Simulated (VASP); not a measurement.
Wanted: the native input for a VASP 6.6.1 run.

* Task: single point
* Functional: PBEsol
* Potentials or basis: VASP PAW PBE potentials, release 64 (Hf_pv, C)
* Cutoff: 600 eV
* k mesh: 15 × 15 × 15
* Occupations: fermi-dirac, width 0.05 eV
* Spin: no spin polarisation
* Dipole correction: no
* Further INCAR settings: ALGO = Normal; EDIFF = 1e-06; NBANDS = 14

The structure of HfC lies in POSCAR:

```
HfC
1.0
    0.0000000000      2.2935772291      2.2935772291
    2.2935772291      0.0000000000      2.2935772291
    2.2935772291      2.2935772291      0.0000000000
Hf C
1 1
Direct
    0.5000000000      0.5000000000      0.5000000000
    0.0000000000      0.0000000000      0.0000000000
```

These files were run (other wordings do the same):

INCAR

```
SYSTEM = HfC
  PREC = Accurate
  ENCUT = 600
  EDIFF = 1E-6
  ISMEAR = -1
  SIGMA = 0.05
  LREAL = .FALSE.
  LASPH = .TRUE.
  NELM = 120
  ALGO = Normal
  ISIF = 2
  LWAVE = .FALSE.
  LCHARG = .FALSE.
  GGA = PS
  NBANDS = 14
  GGA_COMPAT = .FALSE.
```

KPOINTS

```
regular mesh
0
G
  15 15 15
  0 0 0
```

Potentials or basis: VASP PAW PBE potentials, release 64 (Hf_pv, C).

Launch:

```console
$ cat potpaw_PBE.64/Hf_pv/POTCAR potpaw_PBE.64/C/POTCAR > POTCAR
$ mpirun -np 1 vasp_std > vasp.out
```

It gave:

```
Pressure               : 2.9 GPa
Band gap on the k mesh : zero (bands 7 and 8 overlap by 1.47 eV)
```

Caveat: the PAW data sets were made with another functional, which shifts forces and pressure a little; spin-orbit coupling is left out, which moves the levels of the heavy elements.

It took 73 s on 1 thread of Intel Xeon 8259CL, with other jobs on the host, peak memory 0.19 GiB.
